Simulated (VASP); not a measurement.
Wanted: the native input for a VASP 6.6.1 run.

```yaml
Task: relaxation of cell and atoms
Functional: PBE
Potentials_or_basis: VASP PAW PBE potentials, release 64 (Y_sv, Cu, B, P)
Cutoff: 600 eV
k_mesh: 4 × 4 × 4
Occupations: gaussian, width 0.1 eV
Spin: no spin polarisation
Dipole_correction: no
Further_INCAR_settings: ALGO = Normal; EDIFF = 1e-06; IBRION = 2; EDIFFG = -0.04; NSW = 90; ISIF = 3
```

The structure of YCuBP lies in POSCAR:

```
YCuBP
1.0
    4.0963511900      0.0000000000      0.0000000000
    0.0000000000      4.0963511900      0.0000000000
    0.0000000000      0.0000000000      4.7242797100
Y Cu B P
1 1 1 1
Direct
    0.0000000000      0.0000000000      0.5000000000
    0.0000000000      0.0000000000      0.0000000000
    0.5000000000      0.5000000000      0.0000000000
    0.5000000000      0.5000000000      0.5000000000
```

The cell was generated, and may not be a known phase.

One way to write it, as run:

INCAR

```
  PREC = Accurate
  ENCUT = 600
  EDIFF = 1E-6
  ISMEAR = 0
  SIGMA = 0.1
  LREAL = F
  LASPH = T
  NELM = 100
  ALGO = Normal
  ISIF = 3
  LWAVE = F
  LCHARG = F
  GGA = PE
  IBRION = 2
  NSW = 90
  EDIFFG = -0.04
```

KPOINTS

```
Automatic mesh
0
Gamma
  4 4 4
```

Potentials or basis: VASP PAW PBE potentials, release 64 (Y_sv, Cu, B, P).

Command:

```bash
$ cat potpaw_PBE.64/Y_sv/POTCAR potpaw_PBE.64/Cu/POTCAR potpaw_PBE.64/B/POTCAR potpaw_PBE.64/P/POTCAR > POTCAR
$ mpirun -np 1 vasp_std > vasp.out
```

It gave:

- Relaxed volume: 18.33 Å³/atom
- Relaxed cell: a = 3.752 Å, b = 3.752 Å, c = 5.210 Å, α = 90.00°, β = 90.00°, γ = 90.00°
- Space group after relaxing (to 0.1 Å): P4/mmm (No. 123)
- Energy gained by relaxing: 218.5 meV/atom
- Ionic steps: 6
- Pressure after relaxing: 0.1 GPa
- Band gap on the k mesh: zero (bands 15 and 16 overlap by 1.23 eV)

Caveat: the k points lie up to 0.42 Å⁻¹ apart in the final cell, too coarse for converged energies and pressures of a metal.

Wall time 4.4 min on 1 thread of Oxide Virtual Turin-like Processor (shared host), peak memory 0.23 GiB.
